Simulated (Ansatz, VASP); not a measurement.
**One calculation of GaN, two programs**

Contents of POSCAR:

```
GaN
1.0
    3.2753996503      0.0000000000      0.0000000000
   -1.6376998252      2.8365793047      0.0000000000
    0.0000000000      0.0000000000      5.2434900000
Ga N
2 2
Direct
    0.3333333333      0.6666666667      0.0000000000
    0.6666666667      0.3333333333      0.5000000000
    0.3333333333      0.6666666667      0.3750000000
    0.6666666667      0.3333333333      0.8750000000
```

INCAR.step1

```
SYSTEM = GaN
PREC = Accurate ; ENCUT = 520
ISMEAR = 0 ; SIGMA = 0.05
LREAL = .FALSE. ; LASPH = .TRUE.
NELM = 100 ; NBANDS = 26
GGA = PE ; ALGO = Normal
EDIFF = 1E-4 ; LWAVE = .TRUE.
LCHARG = .FALSE.
```

Contents of INCAR.step2:

```
SYSTEM = GaN
PREC = Accurate ; ENCUT = 520
EDIFF = 1E-7 ; ISMEAR = 0
SIGMA = 0.05 ; LREAL = .FALSE.
LASPH = .TRUE. ; NELM = 100
ALGO = Normal ; ISIF = 2
LWAVE = .FALSE. ; LCHARG = .TRUE.
METAGGA = R2SCAN ; LMIXTAU = .TRUE.
LELF = .TRUE. ; LVHAR = .TRUE.
NBANDS = 26 ; ISTART = 1
```

File KPOINTS:

```
regular mesh
0
G
  12 12 6
  0 0 0
```

Input for Ansatz:

```yaml
crystal:
  lattice:
    - [3.2753996503, 0.0, 0.0]
    - [-1.6376998252, 2.8365793047, 0.0]
    - [0.0, 0.0, 5.24349]
  atoms:
    - { symbol: Ga, position: [0.3333333333, 0.6666666667, 0.0] }
    - { symbol: Ga, position: [0.6666666667, 0.3333333333, 0.5] }
    - { symbol: "N", position: [0.3333333333, 0.6666666667, 0.375] }
    - { symbol: "N", position: [0.6666666667, 0.3333333333, 0.875] }
basis:
  ecutwfc: 500
kpoints:
  mp_grid: { grid: [12, 12, 6] }
hamiltonian:
  xc: r2scan
scf:
  occupations: { method: gaussian, width: 0.05 }
output:
  forces: true
  stress: true
  eigenvalues: true
```

Change from the starting cell: strain +0.030 along x and y, +0.015 along z, atoms carried along.

Alike in both runs: task single point; functional r2SCAN; k mesh 12 × 12 × 6; occupations gaussian, width 0.05 eV; no spin polarisation.

```csv
,VASP,Ansatz
version,VASP 6.6.1,Ansatz 0.2.0
potentials or method,"VASP PAW PBE potentials, release 64 (Ga_d, N), cutoff 520 eV","scalar-relativistic, plane waves, PAW"
valence electrons in the cell,36,36
```

|  | VASP | Ansatz | Ansatz less VASP |
| --- | --- | --- | --- |
| gap on the k mesh at the Fermi level (eV) | 1.89 | 1.89 | +0.003 |
| least direct gap on the mesh (eV) | 1.89 | 1.89 | +0.003 |
| pressure (GPa) | -10.7 | -11.5 | -0.85 |
| traceless stress, the component that is largest in VASP (GPa) | 4.36 | 4.19 | -0.164 |
| rms of the force components (eV/Å) | 0.132 | 0.132 | -0.0004 |

VASP's potentials were made for PBE, not for r2SCAN. Atom by atom the forces differ by 0.000 eV/Å (rms over components). With one functional, cell and mesh, what is left measures potentials, basis and numerics.
